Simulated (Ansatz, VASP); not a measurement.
Two plane-wave programs on MgO

```xyz
2
Lattice="0.0000 2.1250 2.1250 2.1250 0.0000 2.1250 2.1250 2.1250 0.0000" Properties=species:S:1:pos:R:3 pbc="T T T"
Mg    0.0000    0.0000    0.0000
O     2.1250    2.1250    2.1250
```

Alike in both runs: task single point; functional PBE; k mesh 6 × 6 × 6; occupations fermi-dirac, width 0.02 eV; no spin polarisation.

|  | VASP | Ansatz |
| --- | --- | --- |
| version | VASP 6.6.1 | Ansatz 0.2.0 development build |
| potentials or method | VASP PAW PBE potentials, release 64 (Mg, O) | plane waves, PAW datasets (generated soft set 1) |
| plane-wave cutoff (eV) | 520 | 420 |
| valence electrons in the cell | 8 | 16 |

VASP gave:

* gap on the k mesh at the Fermi level (eV): 4.47

Task: What did Ansatz give for the same quantities?

Result: gap on the k mesh at the Fermi level (eV): 4.49.

VASP's potentials hold 8 valence electrons a cell and Ansatz's 16, so a difference there can come from the potentials and not from the codes.

The k mesh is coarse, so the values compare programs but aren't converged.
